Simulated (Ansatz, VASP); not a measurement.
## Os: VASP beside Ansatz

```xyz
2
Lattice="2.7341 0.0000 0.0000 -1.3671 2.3678 0.0000 0.0000 0.0000 4.3197" Properties=species:S:1:pos:R:3 pbc="T T T"
Os    1.3671    0.7893    3.2398
Os    0.0000    1.5785    1.0799
```

Alike in both runs: task relaxation of cell and atoms; functional revPBE; k mesh 11 × 11 × 6; occupations fermi-dirac, width 0.05 eV; no spin polarisation.

```csv
,VASP,Ansatz
version,VASP 6.6.1,Ansatz 0.2.0
potentials or method,"VASP PAW PBE potentials, release 64 (Os), cutoff 600 eV","all-electron LAPW, scalar-relativistic"
```

VASP gave:

- relaxed volume (Å³/atom): 14.38
- relaxed length of the cell vector where the two differ most in proportion (Å): 4.358

Q: Which values does Ansatz return?

A: Relaxed volume (Å³/atom): 14.39; relaxed length of the cell vector where the two differ most in proportion (Å): 4.359.

VASP's potentials were made for PBE, not for revPBE. Ansatz ran all-electron here, and VASP with PAW potentials.

Neither program's run includes spin-orbit coupling.
